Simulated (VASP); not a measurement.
Wanted: the native input for a VASP 6.6.1 run.

```
Task                   : single point
Functional             : PBE
Potentials or basis    : VASP PAW PBE potentials, release 64 (Be, Br)
Cutoff                 : 520 eV
k mesh                 : 10 × 10 × 10
Occupations            : gaussian, width 0.1 eV
Spin                   : no spin polarisation
Dipole correction      : no
Further INCAR settings : ALGO = Normal; EDIFF = 1e-07; NBANDS = 20
```

The structure of Be7Br lies in POSCAR:

```
Be7Br
1.0
   -2.7801396471      2.7801396471      2.7801396471
    2.7801396471     -2.7801396471      2.7801396471
    2.7801396471      2.7801396471     -2.7801396471
Be Br
7 1
Direct
    0.0000000000      0.5000000000      0.5000000000
    0.5000000000      0.5000000000      0.0000000000
    0.5000000000      0.0000000000      0.5000000000
    0.0000000000      0.0000000000      0.5000000000
    0.0000000000      0.5000000000      0.0000000000
    0.5000000000      0.0000000000      0.0000000000
    0.5000000000      0.5000000000      0.5000000000
    0.0000000000      0.0000000000      0.0000000000
```

The cell was generated, and may not be a known phase.

These files were run (other wordings do the same):

INCAR

```
SYSTEM = Be7Br
PREC     = Accurate       ! precision mode
ENCUT    = 520            ! plane-wave cutoff, eV
EDIFF    = 1E-7           ! SCF threshold, eV
ISMEAR   = 0              ! smearing method
SIGMA    = 0.1            ! smearing width, eV
LREAL    = .FALSE.        ! projectors in reciprocal space
LASPH    = .TRUE.         ! aspherical terms in the spheres
NELM     = 60             ! most SCF steps
ALGO     = Normal         ! electronic algorithm
ISIF     = 2              ! what is computed and relaxed
LWAVE    = .FALSE.        ! write WAVECAR
LCHARG   = .TRUE.         ! write CHGCAR
GGA      = PE             ! functional
LELF     = .TRUE.         ! ELF
LVHAR    = .TRUE.       
NBANDS   = 20             ! bands
```

KPOINTS

```
regular mesh
0
G
  10 10 10
  0 0 0
```

Potentials or basis: VASP PAW PBE potentials, release 64 (Be, Br).

Run with:

```console
$ cat potpaw_PBE.64/Be/POTCAR potpaw_PBE.64/Br/POTCAR > POTCAR
$ mpirun -np 1 vasp_std > vasp.out
```

Results of the run:

```
Pressure               : 0.0 GPa
Band gap on the k mesh : zero (an odd number of electrons rules out a gap without spin polarisation)
```

Caveat: an odd number of electrons without spin polarisation forces a metal; a magnetic or distorted state may lie lower.

It took 97 s on 1 thread of Intel Xeon 8259CL, on a shared host, peak memory 0.24 GiB.
